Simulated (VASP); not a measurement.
# B (P6_3/mmc) in VASP: notebook, part 2 of 2

VASP 6.6.1. Earlier steps stand in the parts before.

**4. Relaxation of cell and atoms, PBE**

This run uses another cell than the first one, of 11.12 Å³/atom.

Contents of INCAR:

```
PREC = Accurate ; ENCUT = 600
EDIFF = 1E-6 ; ISMEAR = 0
SIGMA = 0.1 ; LREAL = False
LASPH = True ; NELM = 100
ALGO = Normal ; ISIF = 3
LWAVE = False ; LCHARG = False
GGA = PE ; IBRION = 2
NSW = 100 ; EDIFFG = -0.01
```

Contents of KPOINTS:

```
regular mesh
0
Gamma
  36 36 6
```

Contents of POSCAR:

```
B
1.0
    1.7144520787      0.0000000000      0.0000000000
   -0.8572260394      1.4847590537      0.0000000000
    0.0000000000      0.0000000000      8.7360982082
B
2
Direct
    0.6666666667      0.3333333333      0.2500000000
    0.3333333333      0.6666666667      0.7500000000
```

Potentials or basis: VASP PAW PBE potentials, release 64 (B).

Launch:

```
$ cat potpaw_PBE.64/B/POTCAR > POTCAR
$ mpirun -np 1 vasp_std > vasp.out
```

OUTCAR:

```text
PREC = Accurate
   ENCUT = 600
   EDIFF = 1E-6
   ISMEAR = 0
   LREAL = False
   LASPH = True
   NELM = 100
   ISIF = 3
   GGA = PE
   IBRION = 2
   NSW = 100
   EDIFFG = -0.01

 ion  position               nearest neighbor table
   1  0.667  0.333  0.250-
   2  0.333  0.667  0.750-

  LATTYP: Found a hexagonal cell.
 ALAT       =     1.7144520787
 C/A-ratio  =     5.0955627846

  Lattice vectors:

 A1 = (   1.7144520787,   0.0000000000,   0.0000000000)
 A2 = (  -0.8572260394,   1.4847590537,   0.0000000000)
 A3 = (   0.0000000000,   0.0000000000,   8.7360982082)

Analysis of symmetry for initial positions (statically):
=====================================================================
 Subroutine PRICEL returns:
 Original cell was already a primitive cell.

 Routine SETGRP: Setting up the symmetry group for a
 hexagonal supercell.

 Subroutine GETGRP returns: Found 24 space group operations
 (whereof 12 operations were pure point group operations)
 out of a pool of 24 trial point group operations.

The static configuration has the point symmetry D_3d.
 The point group associated with its full space group is D_6h.

Analysis of symmetry for dynamics (positions and initial velocities):
=====================================================================
 Subroutine PRICEL returns:
 Original cell was already a primitive cell.

 Routine SETGRP: Setting up the symmetry group for a
 hexagonal supercell.

 Subroutine GETGRP returns: Found 24 space group operations
 (whereof 12 operations were pure point group operations)
 out of a pool of 24 trial point group operations.

The dynamic configuration has the point symmetry D_3d.
 The point group associated with its full space group is D_6h.

 Subroutine INISYM returns: Found 24 space group operations
 (whereof 12 operations are pure point group operations),
 and found     1 'primitive' translations

----------------------------------------------------------------------------------------

                                     Primitive cell

  volume of cell :      22.2382

  direct lattice vectors                    reciprocal lattice vectors
     1.714452079  0.000000000  0.000000000     0.583276729  0.336754976  0.000000000
    -0.857226039  1.484759054  0.000000000     0.000000000  0.673509953  0.000000000
     0.000000000  0.000000000  8.736098208     0.000000000  0.000000000  0.114467578

  length of vectors
     1.714452079  1.714452079  8.736098208     0.673509953  0.673509953  0.114467578

  position of ions in fractional coordinates (direct lattice)
     0.666666667  0.333333333  0.250000000
     0.333333333  0.666666667  0.750000000

  ion indices of the primitive-cell ions
   primitive index   ion index
                 1           1
                 2           2

----------------------------------------------------------------------------------------

 KPOINTS: regular mesh

Automatic generation of k-mesh.
 Grid dimensions read from file:
 generate k-points for:   36   36    6

 Generating k-lattice:

  Cartesian coordinates                     Fractional coordinates (reciprocal lattice)
     0.016202131  0.009354305  0.000000000     0.027777778  0.000000000  0.000000000
     0.000000000  0.018708610  0.000000000     0.000000000  0.027777778  0.000000000
     0.000000000  0.000000000  0.019077930     0.000000000  0.000000000  0.166666667

  Length of vectors
     0.018708610  0.018708610  0.019077930

  Shift w.r.t. Gamma in fractional coordinates (k-lattice)
     0.000000000  0.000000000  0.000000000

 Subroutine IBZKPT returns following result:
 ===========================================

 Found    508 irreducible k-points:

 Following reciprocal coordinates:
            Coordinates               Weight
  0.000000  0.000000  0.000000      1.000000
  0.027778 -0.000000  0.000000      6.000000
  0.055556 -0.000000  0.000000      6.000000
  0.083333 -0.000000  0.000000      6.000000
  0.111111 -0.000000  0.000000      6.000000
  0.138889 -0.000000  0.000000      6.000000
[... 16 lines left out ...]
  0.111111  0.027778  0.000000     12.000000
  0.138889  0.027778  0.000000     12.000000
 [... further k-points ...]
   k-points           NKPTS =    508   k-points in BZ     NKDIM =    508   number of bands    NBANDS=      7
   number of dos      NEDOS =    301   number of ions     NIONS =      2
   total plane-waves  NPLWV =  13720
   dimension x,y,z NGX =    14 NGY =   14 NGZ =   70
   dimension x,y,z NGXF=    28 NGYF=   28 NGZF=  140
   ions per type =               2
   NGX,Y,Z   is equivalent  to a cutoff of  13.58, 13.58, 13.32 a.u.
   NGXF,Y,Z  is equivalent  to a cutoff of  27.15, 27.15, 26.64 a.u.
 SYSTEM =  unknown system
   PREC   = accura    normal or accurate (medium, high low for compatibility)
   ISTART =      0    job   : 0-new  1-cont  2-samecut
   ICHARG =      2    charge: 1-file 2-atom 10-const
   ISPIN  =      1    spin polarized calculation?
   LNONCOLLINEAR =      F non collinear calculations
   LSORBIT =      F    spin-orbit coupling
   LASPH  =      T    aspherical Exc in radial PAW
   ENCUT  =  600.0 eV  44.10 Ry    6.64 a.u.   3.42  3.42 17.45*2*pi/ulx,y,z
   NELM   =    100;   NELMIN=  2; NELMDL= -5     # of ELM steps
   EDIFF  = 0.1E-05   stopping-criterion for ELM
   LREAL  =      F    real-space projection
   EDIFFG = -.1E-01   stopping-criterion for IOM
   NSW    =    100    number of steps for IOM
   IBRION =      2    ionic relax: 0-MD 1-quasi-New 2-CG
   NFREE  =      1    steps in history (QN), initial steepest desc. (CG)
   ISIF   =      3    stress and relaxation
   ISYM   =      2    0-nonsym 1-usesym 2-fastsym
   POTIM  = 0.5000    time-step for ionic-motion
   TEBEG  =    0.0;   TEEND  =   0.0 temperature during run
   PSTRESS=    0.0 pullay stress
   NELECT =       6.0000    total number of electrons
   NUPDOWN=      -1.0000    fix difference up-down
   EMIN   =  10.00;   EMAX   =-10.00  energy-range for DOS
   EFERMI =   0.00;   METHOD = LEGACY
   ISMEAR =     0;   SIGMA  =   0.10  broadening in eV -4-tet -1-fermi 0-gaus
   EFERMI_NEDOS =   21; number of points for ismear=-14 and -15
   IALGO  =     38    algorithm
   IMIX   =      4    mixing-type and parameters
     AMIX     =   0.40;   BMIX     =  1.00
     AMIX_MAG =   1.60;   BMIX_MAG =  1.00
  volume/ion in A,a.u.               =      11.12        75.04
  Fermi-wavevector in a.u.,A,eV,Ry     =   1.057854  1.999054 15.225662  1.119055
  Thomas-Fermi vector in A             =   2.193142
   LORBIT       =      0    0 simple, 1 ext, 2 COOP (PROOUT), +10 PAW based schemes
   GGA     = PE    functional components
   LHFCALC =     F    Hartree Fock is set to
   AEXX    =    0.0000 exact exchange contribution
   IVDW    =     0    specifies the selected vdW correction
   LEPSILON=     F    determine dielectric tensor
   LRPA    =     F    only Hartree local field effects (RPA)
 conjugate gradient relaxation of ions
 non-spin polarized calculation
 Gauss-broadening in eV      SIGMA  =   0.10
  energy-cutoff  :      600.00
  volume of cell :       22.24
 maximum number of plane-waves:       772
 NGX is ok and might be reduce to    14
   NGX =  7   NGY =  7   NGZ = 35

--------------------------------------- Ionic step        1  -------------------------------------------

 number of electron       6.0000000 magnetization

 Free energy of the ion-electron system (eV)
  ---------------------------------------------------
  ext. energy  EPLUGINS =         0.00000000
  ---------------------------------------------------
  free energy    TOTEN  =       -11.99916011 eV

  energy without entropy =      -11.99686532  energy(sigma->0) =      -11.99801272

 E-fermi :   3.7097     XC(G=0):  -8.8596

 val. band max:        3.7023996476   @ k =   0.2222   0.1667   0.0000
 cond. band min:       3.7215021210   @ k =   0.3611   0.2222   0.0000
 fundamental gap:      0.0191024734
 Fermi energy:         3.7096686628

 k-point     1 :       0.0000    0.0000    0.0000
  band No.  band energies     occupation
      1     -13.2434      2.00000
      2     -13.1767      2.00000
      3      -4.2218      2.00000
      4      -3.5816      2.00000
      5       5.6071      0.00000
      6       9.6105      0.00000
      7      12.4651      0.00000
[... 331 lines left out ...]
  FREE ENERGIE OF THE ION-ELECTRON SYSTEM (eV)
  ---------------------------------------------------
  free  energy   TOTEN  =       -11.9995136451 eV

  energy  without entropy=      -11.9972920904  energy(sigma->0) =      -11.99840287

[... ionic steps 4 to 7 ...]

--------------------------------------- Ionic step        8  -------------------------------------------

 number of electron       6.0000000 magnetization

------------------------ aborting loop because EDIFF is reached ----------------------------------------
[... 67 lines left out ...]
--------------------------------------- Ionic step       10  -------------------------------------------

 number of electron       6.0000000 magnetization

 Free energy of the ion-electron system (eV)
  ---------------------------------------------------
  ext. energy  EPLUGINS =         0.00000000
  ---------------------------------------------------
  free energy    TOTEN  =       -12.00113645 eV

  energy without entropy =      -11.99872406  energy(sigma->0) =      -11.99993026

 E-fermi :   4.2636     XC(G=0):  -9.2997

 val. band max:        4.2625372516   @ k =   0.3611   0.2222   0.3333
 cond. band min:       4.2651931240   @ k =   0.1944   0.1944   0.1667
 fundamental gap:      0.0026558724
 Fermi energy:         4.2636341355

 k-point     1 :       0.0000    0.0000    0.0000
  band No.  band energies     occupation
      1     -12.7802      2.00000
      2     -12.6581      2.00000
      3      -3.8900      2.00000
      4      -2.9150      2.00000
      5       6.2337      0.00000
      6      11.0439      0.00000
      7      14.5231      0.00000
[... 259 lines left out ...]
  FREE ENERGIE OF THE ION-ELECTRON SYSTEM (eV)
  ---------------------------------------------------
  free  energy   TOTEN  =       -12.0011364519 eV

  energy  without entropy=      -11.9987240635  energy(sigma->0) =      -11.99993026

 reached required accuracy - stopping structural energy minimisation
```

OSZICAR:

```text
N       E                     dE             d eps       ncg     rms          rms(c)
DAV:   1     0.981374741964E+01    0.98137E+01   -0.34873E+03  7266   0.814E+02
DAV:   2    -0.127706290450E+02   -0.22584E+02   -0.20663E+02 10381   0.122E+02
DAV:   3    -0.129730119854E+02   -0.20238E+00   -0.20003E+00  8960   0.142E+01
[... 66 lines left out ...]
DAV:   3    -0.120009075803E+02    0.16433E-01   -0.47433E-02  7553   0.132E+00    0.609E-02
DAV:   4    -0.120010444703E+02   -0.13689E-03   -0.28224E-04  8981   0.187E-01    0.339E-02
DAV:   5    -0.120011332015E+02   -0.88731E-04   -0.99483E-05  7616   0.761E-02    0.558E-03
DAV:   6    -0.120011359976E+02   -0.27961E-05   -0.23905E-06  9604   0.127E-02    0.250E-03
DAV:   7    -0.120011364519E+02   -0.45431E-06   -0.81032E-07  7511   0.670E-03
  10 F= -.12001136E+02 E0= -.11999930E+02  d E =-.162294E-02
```

CONTCAR:

```text
B
   1.00000000000000
     1.7113904951472940    0.0000000000001039   -0.0000000000000000
    -0.8556952476234672    1.4821076445676249   -0.0000000000000000
    -0.0000000000000000    0.0000000000000000    8.1775658739248591
  B
     2
Direct
     0.6666666667000030    0.3333333332999970    0.2500000000000000
     0.3333333332999970    0.6666666667000030    0.7500000000000000

  0.00000000E+00  0.00000000E+00  0.00000000E+00
  0.00000000E+00  0.00000000E+00  0.00000000E+00
```

Wall time 3 min (1 thread of Intel Xeon Platinum 8488C (Sapphire Rapids), shared host); peak memory 0.19 GiB.

What came out:

| Quantity | Value |
| --- | --- |
| Free energy | -12.0011 eV |
| Relaxed volume | 10.37 Å³/atom |
| Relaxed cell | a = 1.711 Å, b = 1.711 Å, c = 8.178 Å, α = 90.00°, β = 90.00°, γ = 120.00° |
| Space group after relaxing (to 0.1 Å) | P6_3/mmc (No. 194) |
| Energy gained by relaxing | 1.0 meV/atom |
| Ionic steps | 10 |
| Pressure after relaxing | 0.0 GPa |
| Band gap on the k mesh | zero (bands 3 and 4 overlap by 11.03 eV) |

Step by step:
```
step  energy change (eV)  largest force (eV/Å)  pressure (GPa)  volume (Å³)
   1              0.0000                0.0000           -0.93        22.24
   2              0.0002                0.0000            1.02        22.03
   3             -0.0004                0.0000           -0.05        22.14
   4             -0.0004                0.0000           -0.07        22.15
   5             -0.0004                0.0000           -0.07        22.13
   6             -0.0004                0.0000           -0.08        22.09
   7             -0.0006                0.0000           -0.07        22.00
   8             -0.0008                0.0000           -0.06        21.82
   9             -0.0012                0.0000           -0.04        21.46
  10             -0.0020                0.0000            0.02        20.74
```

Final structure:
```cif
data_structure
_symmetry_space_group_name_H-M 'P 1'
_symmetry_Int_Tables_number 1
_cell_length_a 1.7114
_cell_length_b 1.7114
_cell_length_c 8.1776
_cell_angle_alpha 90.000
_cell_angle_beta 90.000
_cell_angle_gamma 120.000
_cell_volume 20.74
loop_
_atom_site_label
_atom_site_type_symbol
_atom_site_fract_x
_atom_site_fract_y
_atom_site_fract_z
_atom_site_occupancy
B1 B 0.66667 0.33333 0.25000 1
B2 B 0.33333 0.66667 0.75000 1
```

Levels at points of the mesh, in eV from the Fermi level:
| k point | band 2 | band 3 | band 4 | band 5 | band 6 | band 7 |
| --- | --- | --- | --- | --- | --- | --- |
| (0.00, 0.00, 0.00) | -16.92 | -8.15 | -7.18 | 1.97 | 6.78 | 10.26 |
| (0.50, 0.00, 0.00) | -8.74 | 1.22 | 1.30 | 5.54 | 5.77 | 12.19 |
| (0.00, 0.00, 0.50) | -16.98 | -7.70 | -7.70 | 3.74 | 3.74 | 14.76 |
| (0.50, 0.00, 0.50) | -8.75 | 1.26 | 1.26 | 5.66 | 5.66 | 12.52 |

Caveat: this functional lacks dispersion, which binds the layers, so the pressure and a relaxed spacing across them are unreliable.

**5. Overview**

| task | cell | k mesh | cutoff (eV) | gap on the mesh (eV) | pressure (GPa) |
| --- | --- | --- | --- | --- | --- |
| single point | a = 1.712, b = 1.712, c = 8.100 Å, angles 90.0, 90.0, 120.0°, 2 atoms | 36 × 36 × 8 | 520 | none | -0.1 |
| relaxation of cell and atoms | relaxed from a = 1.712, b = 1.712, c = 8.100 Å, angles 90.0, 90.0, 120.0°, 2 atoms | 36 × 36 × 8 | 600 | none | -0.1 |
| relaxation of cell and atoms | relaxed from a = 1.714, b = 1.714, c = 8.736 Å, angles 90.0, 90.0, 120.0°, 2 atoms | 36 × 36 × 6 | 600 | none | 0.0 |

Alike in all rows: level PBE; potentials or basis VASP PAW PBE potentials, release 64 (B); no spin polarisation; smearing gaussian 0.1 eV.

Caveats: this functional lacks dispersion, which binds the layers, so the pressure and a relaxed spacing across them are unreliable; the relaxation stopped at its first step, so nothing moved (at least some runs).

Total energies depend on the potentials used, so only differences within one code and one set of settings carry meaning.
